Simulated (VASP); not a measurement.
A run of VASP 6.6.1 is set up as follows.

File INCAR:

```
  ALGO = Normal
  EDIFF = 1E-6
  ENCUT = 520
  GGA = PE
  ISIF = 2
  ISMEAR = -1
  ISPIN = 2
  LASPH = True
  LCHARG = False
  LMAXMIX = 4
  LORBIT = 11
  LREAL = False
  LWAVE = False
  MAGMOM = 0.6 0
  NBANDS = 18
  NELM = 150
  PREC = Accurate
  SIGMA = 0.03
```

Contents of KPOINTS:

```
k-points
0
Gamma
  12 12 12
```

The input POSCAR:

```
CoSi
1.0
    2.7813340000      0.0000000000      0.0000000000
    0.0000000000      2.7813340000      0.0000000000
    0.0000000000      0.0000000000      2.7813340000
Co Si
1 1
Direct
    0.0000000000      0.0000000000      0.0000000000
    0.5000000000      0.5000000000      0.5000000000
```

Potentials or basis: VASP PAW PBE potentials, release 64 (Co, Si).

The run is started by

```sh
$ cat potpaw_PBE.64/Co/POTCAR potpaw_PBE.64/Si/POTCAR > POTCAR
$ mpirun -np 1 vasp_std > vasp.out
```

Task: Predict the net moment.

Result: 0.60 μB per cell.

Task: What does it give for the pressure?

Result: 0.6 GPa.
